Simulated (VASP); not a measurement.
The system is InSb3.

```
In Sb
1.0
     0.00000    3.72792    3.72792
     3.72792    0.00000    3.72792
     3.72792    3.72792    0.00000
In Sb
1 3
Direct
  0.00000 0.00000 0.00000
  0.25000 0.25000 0.25000
  0.75000 0.75000 0.75000
  0.50000 0.50000 0.50000
```

Base run:

```yaml
Program: VASP 6.6.1
Functional: r2SCAN
Potentials_or_basis: VASP PAW PBE potentials, release 64 (In_d, Sb)
Cutoff: 520 eV
k_mesh: 10 × 10 × 10
Occupations: gaussian, width 0.1 eV
Spin: no spin polarisation
```

Its results: band gap on the k mesh zero (bands 14 and 15 overlap by 3.14 eV); pressure 2.1 GPa.

Task: The run is repeated on the same cell with these changes: functional from r2SCAN to PBEsol. What comes out?

Result: Band gap on the k mesh zero (bands 14 and 15 overlap by 3.34 eV); pressure -0.2 GPa.

Caveats: the PAW data sets were made with another functional, which shifts forces and pressure a little; spin-orbit coupling is left out, which moves the levels of the heavy elements.
